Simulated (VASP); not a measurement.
# Ga (Cmcm) in VASP: further runs

The runs below take Ga through relaxation of cell and atoms, relaxation of shape and atoms at fixed volume, with LDA.

Program: VASP 6.6.1. These are calculated values, not measurements. Logs are shortened: lines on timing, memory, paths and dates and some standing lists are left out, and cuts for length are marked.

**1. The cell of the first run**

Symmetry: Cmcm, No. 63, orthorhombic system. Conventional cell: a = 2.643 Å, b = 7.681 Å, c = 3.204 Å, α = 90.00°, β = 90.00°, γ = 90.00°. Ga (site symmetry m2m) has 10 Ga at 2.60 to 3.20 Å within 3.4 Å.

**2. Relaxation of cell and atoms, LDA, target pressure 15 GPa, at which the enthalpy is minimised**

Input file INCAR:

```
ALGO = Fast
EDIFF = 1E-6
EDIFFG = -0.001
ENCUT = 600
IBRION = 2
ISIF = 3
ISMEAR = -1
LASPH = T
LCHARG = F
LREAL = F
LWAVE = F
NELM = 80
NSW = 80
PREC = Accurate
PSTRESS = 150.0
SIGMA = 0.15
```

Input file KPOINTS:

```
k-points
0
Gamma
  16 16 14
```

Input file POSCAR:

```
Ga
1.0
    1.3215556369     -3.8405990452      0.0000000000
    1.3215556369      3.8405990452      0.0000000000
    0.0000000000      0.0000000000      3.2044162605
Ga
2
Direct
    0.8666003887      0.1333996113      0.2500000000
    0.1333996113      0.8666003887      0.7500000000
```

Potentials or basis: VASP PAW LDA potentials, release 64 (Ga_d).

Run with:

```console
$ cat potpaw_LDA.64/Ga_d/POTCAR > POTCAR
$ mpirun -np 1 vasp_std > vasp.out
```

OUTCAR:

```text
EDIFF = 1E-6
   EDIFFG = -0.001
   ENCUT = 600
   IBRION = 2
   ISIF = 3
   ISMEAR = -1
   LASPH = T
   LREAL = F
   NELM = 80
   NSW = 80
   PREC = Accurate
   PSTRESS = 150.0

 ion  position               nearest neighbor table
   1  0.867  0.133  0.250-   2 2.60   2 2.60   2 2.74   2 2.74   2 2.74   2 2.74
   2  0.133  0.867  0.750-   1 2.60   1 2.60   1 2.74   1 2.74   1 2.74   1 2.74

  LATTYP: Found a base centered orthorhombic cell.
 ALAT       =     2.6431112738
 B/A-ratio  =     2.9061198318
 C/A-ratio  =     1.2123652501

  Lattice vectors:

 A1 = (   1.3215556369,  -3.8405990452,   0.0000000000)
 A2 = (   1.3215556369,   3.8405990452,   0.0000000000)
 A3 = (   0.0000000000,   0.0000000000,   3.2044162605)

Analysis of symmetry for initial positions (statically):
=====================================================================
 Subroutine PRICEL returns:
 Original cell was already a primitive cell.

 Routine SETGRP: Setting up the symmetry group for a
 base centered orthorhombic supercell.

 Subroutine GETGRP returns: Found  8 space group operations
 (whereof  4 operations were pure point group operations)
 out of a pool of  8 trial point group operations.

The static configuration has the point symmetry C_2h.
 The point group associated with its full space group is D_2h.

Analysis of symmetry for dynamics (positions and initial velocities):
=====================================================================
 Subroutine PRICEL returns:
 Original cell was already a primitive cell.

 Routine SETGRP: Setting up the symmetry group for a
 base centered orthorhombic supercell.

 Subroutine GETGRP returns: Found  8 space group operations
 (whereof  4 operations were pure point group operations)
 out of a pool of  8 trial point group operations.

The dynamic configuration has the point symmetry C_2h.
 The point group associated with its full space group is D_2h.

 Subroutine INISYM returns: Found  8 space group operations
 (whereof  4 operations are pure point group operations),
 and found     1 'primitive' translations

----------------------------------------------------------------------------------------

                                     Primitive cell

  volume of cell :      32.5284

  direct lattice vectors                    reciprocal lattice vectors
     1.321555637 -3.840599045  0.000000000     0.378341998 -0.130188024  0.000000000
     1.321555637  3.840599045  0.000000000     0.378341998  0.130188024  0.000000000
     0.000000000  0.000000000  3.204416260     0.000000000  0.000000000  0.312069319

  length of vectors
     4.061614251  4.061614251  3.204416260     0.400114470  0.400114470  0.312069319

  position of ions in fractional coordinates (direct lattice)
     0.866600389  0.133399611  0.250000000
     0.133399611  0.866600389  0.750000000

  ion indices of the primitive-cell ions
   primitive index   ion index
                 1           1
                 2           2

----------------------------------------------------------------------------------------

 KPOINTS: k-points

Automatic generation of k-mesh.
 Grid dimensions read from file:
 generate k-points for:   16   16   14

 Generating k-lattice:

  Cartesian coordinates                     Fractional coordinates (reciprocal lattice)
     0.023646375 -0.008136751  0.000000000     0.062500000  0.000000000  0.000000000
     0.023646375  0.008136751  0.000000000     0.000000000  0.062500000  0.000000000
     0.000000000  0.000000000  0.022290666     0.000000000  0.000000000  0.071428571

  Length of vectors
     0.025007154  0.025007154  0.022290666

  Shift w.r.t. Gamma in fractional coordinates (k-lattice)
     0.000000000  0.000000000  0.000000000

 Subroutine IBZKPT returns following result:
 ===========================================

 Found    584 irreducible k-points:

 Following reciprocal coordinates:
            Coordinates               Weight
  0.000000  0.000000  0.000000      1.000000
  0.062500  0.000000  0.000000      4.000000
  0.125000  0.000000  0.000000      4.000000
  0.187500 -0.000000  0.000000      4.000000
  0.250000  0.000000  0.000000      4.000000
  0.312500 -0.000000  0.000000      4.000000
[... 16 lines left out ...]
 -0.125000  0.062500  0.000000      4.000000
 -0.062500  0.062500  0.000000      2.000000
 [... further k-points ...]
   k-points           NKPTS =    584   k-points in BZ     NKDIM =    584   number of bands    NBANDS=     17
   number of dos      NEDOS =    301   number of ions     NIONS =      2
   total plane-waves  NPLWV =  28672
   dimension x,y,z NGX =    32 NGY =   32 NGZ =   28
   dimension x,y,z NGXF=    64 NGYF=   64 NGZF=   56
   ions per type =               2
   NGX,Y,Z   is equivalent  to a cutoff of  13.10, 13.10, 14.53 a.u.
   NGXF,Y,Z  is equivalent  to a cutoff of  26.20, 26.20, 29.05 a.u.
 SYSTEM =  unknown system
   PREC   = accura    normal or accurate (medium, high low for compatibility)
   ISTART =      0    job   : 0-new  1-cont  2-samecut
   ICHARG =      2    charge: 1-file 2-atom 10-const
   ISPIN  =      1    spin polarized calculation?
   LNONCOLLINEAR =      F non collinear calculations
   LSORBIT =      F    spin-orbit coupling
   LASPH  =      T    aspherical Exc in radial PAW
   ENCUT  =  600.0 eV  44.10 Ry    6.64 a.u.   8.11  8.11  6.40*2*pi/ulx,y,z
   NELM   =     80;   NELMIN=  2; NELMDL= -5     # of ELM steps
   EDIFF  = 0.1E-05   stopping-criterion for ELM
   LREAL  =      F    real-space projection
   EDIFFG = -.1E-02   stopping-criterion for IOM
   NSW    =     80    number of steps for IOM
   IBRION =      2    ionic relax: 0-MD 1-quasi-New 2-CG
   NFREE  =      1    steps in history (QN), initial steepest desc. (CG)
   ISIF   =      3    stress and relaxation
   ISYM   =      2    0-nonsym 1-usesym 2-fastsym
   POTIM  = 0.5000    time-step for ionic-motion
   TEBEG  =    0.0;   TEEND  =   0.0 temperature during run
   PSTRESS=  150.0 pullay stress
   NELECT =      26.0000    total number of electrons
   NUPDOWN=      -1.0000    fix difference up-down
   EMIN   =  10.00;   EMAX   =-10.00  energy-range for DOS
   EFERMI =   0.00;   METHOD = LEGACY
   ISMEAR =    -1;   SIGMA  =   0.15  broadening in eV -4-tet -1-fermi 0-gaus
   EFERMI_NEDOS =   21; number of points for ismear=-14 and -15
   IALGO  =     68    algorithm
   IMIX   =      4    mixing-type and parameters
     AMIX     =   0.40;   BMIX     =  1.00
     AMIX_MAG =   1.60;   BMIX_MAG =  1.00
  volume/ion in A,a.u.               =      16.26       109.76
  Fermi-wavevector in a.u.,A,eV,Ry     =   1.519305  2.871069 31.406141  2.308286
  Thomas-Fermi vector in A             =   2.628308
   LORBIT       =      0    0 simple, 1 ext, 2 COOP (PROOUT), +10 PAW based schemes
   GGA     = CA    functional components
   LHFCALC =     F    Hartree Fock is set to
   AEXX    =    0.0000 exact exchange contribution
   IVDW    =     0    specifies the selected vdW correction
   LEPSILON=     F    determine dielectric tensor
   LRPA    =     F    only Hartree local field effects (RPA)
 conjugate gradient relaxation of ions
 non-spin polarized calculation
 RMM-DIIS sequential band-by-band and
  energy-cutoff  :      600.00
  volume of cell :       32.53
 maximum number of plane-waves:      1106
   NGX = 17   NGY = 17   NGZ = 13

--------------------------------------- Ionic step        1  -------------------------------------------

 number of electron      26.0000007 magnetization

 Free energy of the ion-electron system (eV)
  ---------------------------------------------------
  ext. energy  EPLUGINS =         0.00000000
  ---------------------------------------------------
  free energy    TOTEN  =        -7.15990386 eV

  energy without entropy =       -7.11514068  energy(sigma->0) =       -7.13752227

------------------------ aborting loop because EDIFF is reached ----------------------------------------

  FORCE on cell =-STRESS in cart. coord.  units (eV):
  Direction    XX          YY          ZZ          XY          YZ          ZX
  --------------------------------------------------------------------------------------
  -------------------------------------------------------------------------------------
  Total        1.0406911      1.0374895      1.0276121      0.0000000      0.0000000      0.0000000
  in kB       51.2588751     51.1011822     50.6146768      0.0000000      0.0000000      0.0000000
  external PRESSURE =     -99.0084220 kB  Pullay stress =     150.0000000 kB
[... 93 lines left out ...]
  FREE ENERGIE OF THE ION-ELECTRON SYSTEM (eV)
  ---------------------------------------------------
  free  energy   TOTEN  =        -6.9983833455 eV

  energy  without entropy=       -6.9561396677  energy(sigma->0) =       -6.97726151

  enthalpy is  TOTEN    =        -4.2035102366 eV   P V=        2.7948731089

[... ionic steps 4 to 37 ...]

--------------------------------------- Ionic step       38  -------------------------------------------

 number of electron      25.9999990 magnetization

------------------------ aborting loop because EDIFF is reached ----------------------------------------

  FORCE on cell =-STRESS in cart. coord.  units (eV):
  Direction    XX          YY          ZZ          XY          YZ          ZX
  --------------------------------------------------------------------------------------
  -------------------------------------------------------------------------------------
  Total        2.7944508      2.7867113      2.7925730      0.0000000     -0.0000000      0.0000000
  in kB      150.2231484    149.8070882    150.1222008      0.0000000     -0.0000000      0.0000000
  external PRESSURE =       0.0508125 kB  Pullay stress =     150.0000000 kB
[... 61 lines left out ...]
  enthalpy is  TOTEN    =        -4.2042725524 eV   P V=        2.7903348815

--------------------------------------- Ionic step       40  -------------------------------------------

 number of electron      25.9999990 magnetization

 Free energy of the ion-electron system (eV)
  ---------------------------------------------------
  ext. energy  EPLUGINS =         0.00000000
  ---------------------------------------------------
  free energy    TOTEN  =        -6.99459314 eV

  energy without entropy =       -6.95176227  energy(sigma->0) =       -6.97317771

 E-fermi :   7.8111     XC(G=0): -12.5384

 val. band max:        7.8093929190   @ k =   0.2500   0.0625   0.0714
 cond. band min:       7.8119447609   @ k =   0.2500   0.0625   0.1429
 fundamental gap:      0.0025518419
 Fermi energy:         7.8111034349

 k-point     1 :       0.0000    0.0000    0.0000
  band No.  band energies     occupation
      1      -8.0027      2.00000
      2      -7.9657      2.00000
      3      -7.9272      2.00000
      4      -7.9038      2.00000
      5      -7.4331      2.00000
      6      -7.4174      2.00000
[... 9 lines left out ...]
     16      18.9363      0.00000
     17      19.7340      0.00000
[... 443 lines left out ...]
      1      -8.0035      2.00000
      2      -7.9589      2.00000
      3      -7.9420      2.00000
      4      -7.8813      2.00000
      5      -7.4456      2.00000
      6      -7.4221      2.00000
[... 9 lines left out ...]
     16      18.6124      0.00000
     17      19.2902      0.00000

 [... further k-points ...]

------------------------ aborting loop because EDIFF is reached ----------------------------------------

  FORCE on cell =-STRESS in cart. coord.  units (eV):
  Direction    XX          YY          ZZ          XY          YZ          ZX
  --------------------------------------------------------------------------------------
  -------------------------------------------------------------------------------------
  Total        2.7912483      2.7903967      2.7885221      0.0000000      0.0000000      0.0000000
  in kB      150.0498674    150.0040904    149.9033155      0.0000000      0.0000000      0.0000000
  external PRESSURE =      -0.0142422 kB  Pullay stress =     150.0000000 kB
[... 17 lines left out ...]
  FREE ENERGIE OF THE ION-ELECTRON SYSTEM (eV)
  ---------------------------------------------------
  free  energy   TOTEN  =        -6.9945931366 eV

  energy  without entropy=       -6.9517622737  energy(sigma->0) =       -6.97317771

  enthalpy is  TOTEN    =        -4.2042725221 eV   P V=        2.7903206144

 reached required accuracy - stopping structural energy minimisation
```

It took 68 min on 1 thread of Intel Xeon Platinum 8259CL at 2.50GHz (Skylake/Cascade Lake), shared host; peak memory 0.48 GiB.

What came out:

```yaml
Free_energy: -6.9946 eV
Relaxed_volume: 14.90 Å³/atom
Relaxed_cell: a = 3.979 Å, b = 3.979 Å, c = 3.082 Å, α = 90.00°, β = 90.00°, γ = 142.36°
Space_group_after_relaxing_to_0.1_Å: Cmcm (No. 63)
Energy_change_on_relaxing_the_run_minimises_the_enthalpy: +82.7 meV/atom
Ionic_steps: 40
Pressure_after_relaxing: 15.0 GPa
Band_gap_on_the_k_mesh: zero (bands 13 and 14 overlap by 10.34 eV)
```

Step by step:
```tsv
step	energy change (eV)	largest force (eV/Å)	pressure (GPa)	volume (Å³)
1	0.0000	0.0002	5.10	32.53
2	0.3846	0.0352	24.75	28.02
3	0.1615	0.0211	15.01	29.85
4	0.1567	0.0205	14.69	29.90
5	0.1572	0.0015	14.58	29.90
6	0.1583	0.0314	14.73	29.88
7	0.1663	0.0024	15.06	29.79
8	0.1685	0.0028	15.26	29.77
9	0.1678	0.0035	15.13	29.78
10	0.1682	0.0008	15.13	29.78
11	0.1655	0.0087	14.92	29.80
12	0.1652	0.0087	15.04	29.81
13	0.1646	0.0106	14.99	29.81
14	0.1635	0.0141	14.89	29.82
15	0.1639	0.0121	14.96	29.82
16	0.1637	0.0128	14.91	29.82
17	0.1650	0.0043	15.20	29.81
18	0.1650	0.0088	15.00	29.81
19	0.1649	0.0033	15.01	29.81
20	0.1649	0.0008	14.99	29.81
21	0.1649	0.0028	15.00	29.81
22	0.1649	0.0008	15.00	29.81
23	0.1649	0.0001	15.00	29.81
24	0.1649	0.0014	15.00	29.81
25	0.1649	0.0055	14.98	29.81
26	0.1650	0.0066	14.98	29.81
27	0.1652	0.0013	14.99	29.81
28	0.1659	0.0052	15.02	29.80
29	0.1658	0.0008	15.03	29.80
30	0.1658	0.0012	15.03	29.80
31	0.1657	0.0004	15.02	29.80
32	0.1657	0.0027	15.02	29.80
33	0.1658	0.0026	15.04	29.80
34	0.1658	0.0029	15.03	29.80
35	0.1651	0.0023	14.99	29.81
36	0.1653	0.0008	15.00	29.80
37	0.1654	0.0016	15.06	29.80
38	0.1653	0.0003	15.01	29.80
39	0.1653	0.0006	14.97	29.80
40	0.1653	0.0006	15.00	29.80
```

Final structure:
```
CELL_PARAMETERS angstrom
1.28366 -3.76644 0.00000
1.28366 3.76644 0.00000
0.00000 0.00000 3.08222
ATOMIC_POSITIONS crystal
Ga 0.86693 0.13307 0.25000
Ga 0.13307 0.86693 0.75000
```

Levels at points of the mesh, in eV from the Fermi level:
```csv
k point,band 11,band 12,band 13,band 14,band 15,band 16
"(0.00, 0.00, 0.00)",-13.20,-2.96,-1.28,1.69,5.99,11.13
"(0.50, 0.00, 0.00)",-6.68,-6.23,-1.99,0.29,7.16,7.63
"(0.50, 0.50, 0.00)",-10.81,-9.99,4.37,5.38,7.07,7.32
"(0.00, 0.00, 0.50)",-9.03,-9.03,1.60,1.60,2.83,2.83
"(0.50, 0.00, 0.50)",-3.18,-3.18,-1.77,-1.77,2.11,2.11
"(0.50, 0.50, 0.50)",-6.65,-6.65,-5.56,-5.56,12.90,12.90
```

Caveat: the cell is relaxed towards a set pressure, so the run minimises the enthalpy, not the energy. LDA usually gives volumes a few per cent too small.

**3. Relaxation of shape and atoms at fixed volume, LDA (16.99 Å³/atom)**

This run uses another cell than the first one, of 16.99 Å³/atom.

Input file INCAR:

```
ALGO     = Fast           # electronic algorithm
EDIFF    = 1E-6           # SCF threshold, eV
EDIFFG   = -0.001         # ionic threshold
ENCUT    = 600            # plane-wave cutoff, eV
IBRION   = 2              # ionic algorithm
ISIF     = 4              # what is computed and relaxed
ISMEAR   = -1             # smearing method
LASPH    = T              # aspherical terms in the spheres
LCHARG   = F              # write CHGCAR
LREAL    = F              # projectors in reciprocal space
LWAVE    = F              # write WAVECAR
NELM     = 100            # most SCF steps
NSW      = 80             # ionic steps
PREC     = Accurate       # precision mode
SIGMA    = 0.15           # smearing width, eV
```

KPOINTS is that of step 2.

Input file POSCAR:

```
Ga
1.0
    1.3411294946     -3.8807561919      0.0000000000
    1.3411294946      3.8807561919      0.0000000000
    0.0000000000      0.0000000000      3.2649068584
Ga
2
Direct
    0.8663570317      0.1336429683      0.2500000000
    0.1336429683      0.8663570317      0.7500000000
```

Potentials or basis: VASP PAW LDA potentials, release 64 (Ga_d).

Run with:

```console
$ cat potpaw_LDA.64/Ga_d/POTCAR > POTCAR
$ mpirun -np 1 vasp_std > vasp.out
```

Run time: 14 min. Hardware: 1 thread of Intel Xeon Platinum 8488C (Sapphire Rapids), shared host; peak memory 0.45 GiB.

Results (log left out):

| Property | Result |
| --- | --- |
| Free energy | -7.1904 eV |
| Energy gained by relaxing | 0.0 meV/atom |
| Ionic steps | 12 |
| Pressure after relaxing | 1.6 GPa |
| Band gap on the k mesh | zero (bands 13 and 14 overlap by 8.98 eV) |

Final structure:
```
Ga
1.0
     1.34118   -3.88733    0.00000
     1.34118    3.88733    0.00000
     0.00000    0.00000    3.25927
Ga
2
Cartesian
  1.3412 -2.8490 0.8148
  1.3412 2.8490 2.4445
```

Levels at points of the mesh, in eV from the Fermi level:
```
           k point  band 9  band 10  band 11  band 12  band 13  band 14  band 15  band 16  band 17
(0.00, 0.00, 0.00)  -14.95   -14.80   -11.98    -2.26    -1.39     1.38     5.45    10.16    10.74
(0.50, 0.00, 0.00)  -14.87   -14.82    -6.28    -5.49    -1.53     0.24     6.19     6.90     8.84
(0.50, 0.50, 0.00)  -14.91   -14.86    -9.79    -9.00     3.81     4.76     6.07     6.34     7.93
(0.00, 0.00, 0.50)  -14.87   -14.87    -8.34    -8.34     1.70     1.70     2.76     2.76    12.46
(0.50, 0.00, 0.50)  -14.82   -14.82    -2.95    -2.95    -1.82    -1.82     2.10     2.10     4.74
(0.50, 0.50, 0.50)  -14.96   -14.96    -6.34    -6.34    -4.81    -4.81    11.59    11.59    12.69
```
